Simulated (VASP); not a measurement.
Here is a VASP 6.6.1 calculation.

Contents of INCAR:

```
PREC = Accurate
ENCUT = 520
EDIFF = 1E-7
ISMEAR = 0
SIGMA = 0.1
LREAL = F
LASPH = T
NELM = 80
ALGO = Normal
ISIF = 2
LWAVE = F
LCHARG = F
GGA = PE
NBANDS = 23
```

Contents of KPOINTS:

```
regular mesh
0
Gamma
  4 4 4
```

The input POSCAR:

```
Si4Ru
1.0
   -2.7583363259      2.7583363259      2.7583363259
    2.7583363259     -2.7583363259      2.7583363259
    2.7583363259      2.7583363259     -2.7583363259
Si Ru
4 1
Direct
    0.0000000000      0.0000000000      0.5000000000
    0.0000000000      0.5000000000      0.0000000000
    0.5000000000      0.0000000000      0.0000000000
    0.5000000000      0.5000000000      0.5000000000
    0.0000000000      0.0000000000      0.0000000000
```

Potentials or basis: VASP PAW PBE potentials, release 64 (Si, Ru_pv).

Command:

```bash
$ cat potpaw_PBE.64/Si/POTCAR potpaw_PBE.64/Ru_pv/POTCAR > POTCAR
$ mpirun -np 1 vasp_std > vasp.out
```

Question: Predict the band gap on the k mesh.

Answer: Zero (bands 15 and 16 overlap by 0.08 eV).

Question: Estimate the pressure.

Answer: 0.1 GPa.

Caveat: the k points lie up to 0.40 Å⁻¹ apart.
